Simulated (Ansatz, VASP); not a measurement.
# ZnSe in VASP and in Ansatz

Contents of INCAR:

```
SYSTEM = ZnSe
PREC = Accurate ; ENCUT = 520
EDIFF = 1E-6 ; ISMEAR = 0
SIGMA = 0.05 ; LREAL = .False.
LASPH = .True. ; NELM = 80
ALGO = Normal ; ISIF = 2
LWAVE = .False. ; LCHARG = .False.
GGA = PE ; NBANDS = 16
```

The input KPOINTS:

```
regular mesh
0
Gamma
  10 10 10
  0 0 0
```

File POSCAR:

```
ZnSe
1.0
    0.0000000000      3.0764030741      2.8387958606
    2.8387958606      0.0000000000      2.8387958606
    2.8387958606      3.0764030741      0.0000000000
Zn Se
1 1
Direct
    0.0000000000      0.0000000000      0.0000000000
    0.7500000000      0.7500000000      0.7500000000
```

Input for Ansatz:

```yaml
crystal:
  lattice:
    - [0.0, 3.0764030741, 2.8387958606]
    - [2.8387958606, 0.0, 2.8387958606]
    - [2.8387958606, 3.0764030741, 0.0]
  atoms:
    - { symbol: Zn, position: [0.0, 0.0, 0.0] }
    - { symbol: Se, position: [0.75, 0.75, 0.75] }
basis:
  ecutwfc: 520.0
kpoints:
  mp_grid: { grid: [10, 10, 10] }
hamiltonian:
  xc: pbe
  pseudopotentials: { kind: paw, azcp: { folder: soft_1 } }
scf:
  occupations: { method: gaussian, width: 0.05 }
output:
  forces: true
  stress: true
  eigenvalues: true
```

Alike in both runs: task single point; functional PBE; k mesh 10 × 10 × 10; occupations gaussian, width 0.05 eV; no spin polarisation.

|  | VASP | Ansatz |
| --- | --- | --- |
| version | VASP 6.6.1 | Ansatz 0.2.0 |
| potentials or method | VASP PAW PBE potentials, release 64 (Zn, Se), cutoff 520 eV | scalar-relativistic, plane waves, PAW |
| valence electrons in the cell | 18 | 28 |

Ansatz gave:

- gap on the k mesh at the Fermi level (eV): 0.82
- least direct gap on the mesh (eV): 0.82
- pressure (GPa): -2.7
- traceless stress, the component that is largest in VASP (GPa): -2.14

Problem. What did VASP give for the same quantities?

Solution. gap on the k mesh at the Fermi level (eV): 0.82; least direct gap on the mesh (eV): 0.82; pressure (GPa): -2.5; traceless stress, the component that is largest in VASP (GPa): -2.13.

With one functional, cell and mesh, what is left measures potentials, basis and numerics. VASP's potentials hold 18 valence electrons a cell and Ansatz's 28, so a difference there can come from the potentials and not from the codes.
